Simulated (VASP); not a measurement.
# Sn (Immm) in VASP: settings compared, part 2 of 2

VASP 6.6.1. The steps go on from the part before.

## Step 3: Single point, PBEsol

File INCAR:

```
PREC = Accurate
ENCUT = 520
EDIFF = 1E-6
ISMEAR = -1
SIGMA = 0.05
LREAL = F
LASPH = T
NELM = 60
ALGO = Normal
ISIF = 2
LWAVE = F
LCHARG = T
GGA = PS
LELF = T
LVHAR = T
NBANDS = 13
```

File KPOINTS:

```
regular mesh
0
Gamma
  11 11 11
```

File POSCAR:

```
Sn
1.0
   -1.7604013028      1.8103704880      2.3842034864
    1.7604013028     -1.8103704880      2.3842034864
    1.7604013028      1.8103704880     -2.3842034864
Sn
1
Direct
    0.0000000000      0.0000000000      0.0000000000
```

Potentials or basis: VASP PAW PBE potentials, release 64 (Sn_d).

Started as:

```sh
$ cat potpaw_PBE.64/Sn_d/POTCAR > POTCAR
$ mpirun -np 1 vasp_std > vasp.out
```

OUTCAR:

```text
PREC = Accurate
   ENCUT = 520
   EDIFF = 1E-6
   ISMEAR = -1
   LREAL = F
   LASPH = T
   NELM = 60
   ISIF = 2
   GGA = PS

 ion  position               nearest neighbor table
   1  0.000  0.000  0.000-

  LATTYP: Found a body centered orthorhombic cell.
 ALAT       =     3.5208026056
 B/A-ratio  =     1.0283851103
 C/A-ratio  =     1.3543522620

  Lattice vectors:

 A1 = (  -1.7604013028,   1.8103704880,   2.3842034864)
 A2 = (   1.7604013028,  -1.8103704880,   2.3842034864)
 A3 = (   1.7604013028,   1.8103704880,  -2.3842034864)

Analysis of symmetry for initial positions (statically):
=====================================================================
 Subroutine PRICEL returns:
 Original cell was already a primitive cell.

 Routine SETGRP: Setting up the symmetry group for a
 body centered orthorhombic supercell.

 Subroutine GETGRP returns: Found  8 space group operations
 (whereof  8 operations were pure point group operations)
 out of a pool of  8 trial point group operations.

The static configuration has the point symmetry D_2h.

Analysis of symmetry for dynamics (positions and initial velocities):
=====================================================================
 Subroutine PRICEL returns:
 Original cell was already a primitive cell.

 Routine SETGRP: Setting up the symmetry group for a
 body centered orthorhombic supercell.

 Subroutine GETGRP returns: Found  8 space group operations
 (whereof  8 operations were pure point group operations)
 out of a pool of  8 trial point group operations.

The dynamic configuration has the point symmetry D_2h.

 Subroutine INISYM returns: Found  8 space group operations
 (whereof  8 operations are pure point group operations),
 and found     1 'primitive' translations

----------------------------------------------------------------------------------------

                                     Primitive cell

  volume of cell :      30.3936

  direct lattice vectors                    reciprocal lattice vectors
    -1.760401303  1.810370488  2.384203486     0.000000000  0.276186561  0.209713644
     1.760401303 -1.810370488  2.384203486     0.284026147  0.000000000  0.209713644
     1.760401303  1.810370488 -2.384203486     0.284026147  0.276186561  0.000000000

  length of vectors
     3.472877815  3.472877815  3.472877815     0.346783548  0.353059010  0.396168991

  position of ions in fractional coordinates (direct lattice)
     0.000000000  0.000000000  0.000000000

  ion indices of the primitive-cell ions
   primitive index   ion index
                 1           1

----------------------------------------------------------------------------------------

 KPOINTS: regular mesh

Automatic generation of k-mesh.
 Grid dimensions read from file:
 generate k-points for:   11   11   11

 Generating k-lattice:

  Cartesian coordinates                     Fractional coordinates (reciprocal lattice)
     0.000000000  0.025107869  0.019064877     0.090909091  0.000000000  0.000000000
     0.025820559  0.000000000  0.019064877     0.000000000  0.090909091  0.000000000
     0.025820559  0.025107869  0.000000000     0.000000000  0.000000000  0.090909091

  Length of vectors
     0.031525777  0.032096274  0.036015363

  Shift w.r.t. Gamma in fractional coordinates (k-lattice)
     0.000000000  0.000000000  0.000000000

 Subroutine IBZKPT returns following result:
 ===========================================

 Found    216 irreducible k-points:

 Following reciprocal coordinates:
            Coordinates               Weight
  0.000000  0.000000  0.000000      1.000000
  0.090909  0.000000  0.000000      4.000000
  0.181818  0.000000  0.000000      4.000000
  0.272727  0.000000  0.000000      4.000000
  0.363636 -0.000000  0.000000      4.000000
  0.454545  0.000000  0.000000      4.000000
[... 16 lines left out ...]
  0.454545  0.181818  0.000000      8.000000
 -0.454545  0.181818  0.000000      8.000000
 [... further k-points ...]
   k-points           NKPTS =    216   k-points in BZ     NKDIM =    216   number of bands    NBANDS=     13
   number of dos      NEDOS =    301   number of ions     NIONS =      1
   total plane-waves  NPLWV =  21952
   dimension x,y,z NGX =    28 NGY =   28 NGZ =   28
   dimension x,y,z NGXF=    56 NGYF=   56 NGZF=   56
   ions per type =               1
   NGX,Y,Z   is equivalent  to a cutoff of  13.40, 13.40, 13.40 a.u.
   NGXF,Y,Z  is equivalent  to a cutoff of  26.81, 26.81, 26.81 a.u.
 SYSTEM =  unknown system
   PREC   = accura    normal or accurate (medium, high low for compatibility)
   ISTART =      0    job   : 0-new  1-cont  2-samecut
   ICHARG =      2    charge: 1-file 2-atom 10-const
   ISPIN  =      1    spin polarized calculation?
   LNONCOLLINEAR =      F non collinear calculations
   LSORBIT =      F    spin-orbit coupling
   LASPH  =      T    aspherical Exc in radial PAW
   ENCUT  =  520.0 eV  38.22 Ry    6.18 a.u.   6.46  6.46  6.46*2*pi/ulx,y,z
   NELM   =     60;   NELMIN=  2; NELMDL= -5     # of ELM steps
   EDIFF  = 0.1E-05   stopping-criterion for ELM
   LREAL  =      F    real-space projection
   EDIFFG = 0.1E-04   stopping-criterion for IOM
   NSW    =      0    number of steps for IOM
   IBRION =     -1    ionic relax: 0-MD 1-quasi-New 2-CG
   NFREE  =      0    steps in history (QN), initial steepest desc. (CG)
   ISIF   =      2    stress and relaxation
   ISYM   =      2    0-nonsym 1-usesym 2-fastsym
   POTIM  = 0.5000    time-step for ionic-motion
   TEBEG  =    0.0;   TEEND  =   0.0 temperature during run
   PSTRESS=    0.0 pullay stress
   NELECT =      14.0000    total number of electrons
   NUPDOWN=      -1.0000    fix difference up-down
   EMIN   =  10.00;   EMAX   =-10.00  energy-range for DOS
   EFERMI =   0.00;   METHOD = LEGACY
   ISMEAR =    -1;   SIGMA  =   0.05  broadening in eV -4-tet -1-fermi 0-gaus
   EFERMI_NEDOS =   21; number of points for ismear=-14 and -15
   IALGO  =     38    algorithm
   IMIX   =      4    mixing-type and parameters
     AMIX     =   0.40;   BMIX     =  1.00
     AMIX_MAG =   1.60;   BMIX_MAG =  1.00
  volume/ion in A,a.u.               =      30.39       205.11
  Fermi-wavevector in a.u.,A,eV,Ry     =   1.264319  2.389217 21.748950  1.598503
  Thomas-Fermi vector in A             =   2.397630
   LORBIT       =      0    0 simple, 1 ext, 2 COOP (PROOUT), +10 PAW based schemes
   GGA     = PS    functional components
   LHFCALC =     F    Hartree Fock is set to
   AEXX    =    0.0000 exact exchange contribution
   IVDW    =     0    specifies the selected vdW correction
   LEPSILON=     F    determine dielectric tensor
   LRPA    =     F    only Hartree local field effects (RPA)
 non-spin polarized calculation
  energy-cutoff  :      520.00
  volume of cell :       30.39
 maximum number of plane-waves:       841
 NGX is ok and might be reduce to    28
   NGX = 13   NGY = 13   NGZ = 13

 number of electron      14.0000003 magnetization

 Free energy of the ion-electron system (eV)
  ---------------------------------------------------
  ext. energy  EPLUGINS =         0.00000000
  ---------------------------------------------------
  free energy    TOTEN  =        -4.16323966 eV

  energy without entropy =       -4.15999028  energy(sigma->0) =       -4.16161497

 E-fermi :   6.7074     XC(G=0):  -9.9884

 val. band max:        6.6914989633   @ k =  -0.3636  -0.3636   0.3636
 cond. band min:       6.7409342524   @ k =   0.1818   0.1818   0.1818
 fundamental gap:      0.0494352891
 Fermi energy:         6.7074116095

 k-point     1 :       0.0000    0.0000    0.0000
  band No.  band energies     occupation
      1     -14.7316      2.00000
      2     -14.7181      2.00000
      3     -14.7040      2.00000
      4     -14.6804      2.00000
      5     -14.6485      2.00000
      6      -3.6849      2.00000
      7      13.2747      0.00000
      8      13.4202      0.00000
      9      13.7762      0.00000
     10      17.2363      0.00000
     11      17.5103      0.00000
     12      17.9846      0.00000
     13      18.1499      0.00000
[... 353 lines left out ...]
 k-point    24 :      -0.4545    0.1818    0.0000
  band No.  band energies     occupation
      1     -14.7305      2.00000
      2     -14.6978      2.00000
      3     -14.6752      2.00000
      4     -14.6434      2.00000
      5     -14.6109      2.00000
      6      -0.5153      2.00000
      7       4.5315      2.00000
      8       9.0192      0.00000
      9      10.6421      0.00000
     10      13.9377      0.00000
     11      18.6201      0.00000
     12      19.7402      0.00000
     13      20.9785      0.00000

 [... further k-points ...]
[... 5 lines left out ...]
  --------------------------------------------------------------------------------------
  -------------------------------------------------------------------------------------
  Total       -0.9658437     -1.2352001     -0.9747335     -0.0000000      0.0000000      0.0000000
  in kB      -50.9137382    -65.1126620    -51.3823549     -0.0000000      0.0000000      0.0000000
  external PRESSURE =     -55.8029184 kB  Pullay stress =       0.0000000 kB

 VOLUME and BASIS-vectors are now :
 -----------------------------------------------------------------------------
  energy-cutoff  :      520.00
  volume of cell :       30.39
      direct lattice vectors                 reciprocal lattice vectors
    -1.760401303  1.810370488  2.384203486     0.000000000  0.276186561  0.209713644
     1.760401303 -1.810370488  2.384203486     0.284026147  0.000000000  0.209713644
     1.760401303  1.810370488 -2.384203486     0.284026147  0.276186561  0.000000000

 POSITION                                       TOTAL-FORCE (eV/Angst)
 -----------------------------------------------------------------------------------
      0.00000      0.00000      0.00000        -0.000000     -0.000000      0.000000
 -----------------------------------------------------------------------------------
    total drift:                                0.000000     -0.000000      0.000000

  FREE ENERGIE OF THE ION-ELECTRON SYSTEM (eV)
  ---------------------------------------------------
  free  energy   TOTEN  =        -4.1632396572 eV

  energy  without entropy=       -4.1599902784  energy(sigma->0) =       -4.16161497
```

OSZICAR:

```text
N       E                     dE             d eps       ncg     rms          rms(c)
DAV:   1     0.800217127769E+02    0.80022E+02   -0.71818E+03  5731   0.153E+03
DAV:   2     0.164890980840E+01   -0.78373E+02   -0.75972E+02  5926   0.331E+02
DAV:   3    -0.405115198887E+01   -0.57001E+01   -0.56767E+01  6689   0.739E+01
DAV:   4    -0.417539273102E+01   -0.12424E+00   -0.12421E+00  6878   0.117E+01
DAV:   5    -0.417992512364E+01   -0.45324E-02   -0.45323E-02  7385   0.216E+00    0.109E+00
DAV:   6    -0.416697252875E+01    0.12953E-01   -0.15530E-02  7264   0.206E+00    0.580E-01
DAV:   7    -0.416343432258E+01    0.35382E-02   -0.85696E-03  7226   0.143E+00    0.100E-01
DAV:   8    -0.416323844554E+01    0.19588E-03   -0.69371E-04  6871   0.447E-01    0.194E-02
DAV:   9    -0.416323901828E+01   -0.57274E-06   -0.12686E-05  7742   0.415E-02    0.131E-02
DAV:  10    -0.416323965719E+01   -0.63891E-06   -0.15019E-06  5975   0.132E-02
   1 F= -.41632397E+01 E0= -.41616150E+01  d E =-.324938E-02
```

stdout:

```text
POSCAR found type information on POSCAR Sn
 POSCAR found :  1 types and       1 ions
 scaLAPACK will be used
 -----------------------------------------------------------------------------
|                                                                             |
|                                                                             |
|     You enforced a specific xc type in the INCAR file but a different       |
|     I HOPE YOU KNOW WHAT YOU ARE DOING!                                     |
|                                                                             |
 -----------------------------------------------------------------------------

 LDA part: xc-table for (Slater+PW92), standard interpolation
 POSCAR, INCAR and KPOINTS ok, starting setup
 FFT: planning ... GRIDC
 FFT: planning ... GRID_SOFT
 FFT: planning ... GRID
 WAVECAR not read
 entering main loop
```

Run time: 37 s. Hardware: 1 thread of AMD EPYC 9R45 (Zen 5), shared host; peak memory 0.18 GiB.

What came out:

| Quantity | Value |
| --- | --- |
| Free energy | -4.1632 eV |
| Pressure | -5.6 GPa |
| Band gap on the k mesh | zero (band 7 reaches 13.27 eV, above the bottom of band 8 at 5.08 eV) |

Caveat: the PAW data sets were made with another functional, which shifts forces and pressure a little; spin-orbit coupling is left out, which moves the levels of the heavy elements.
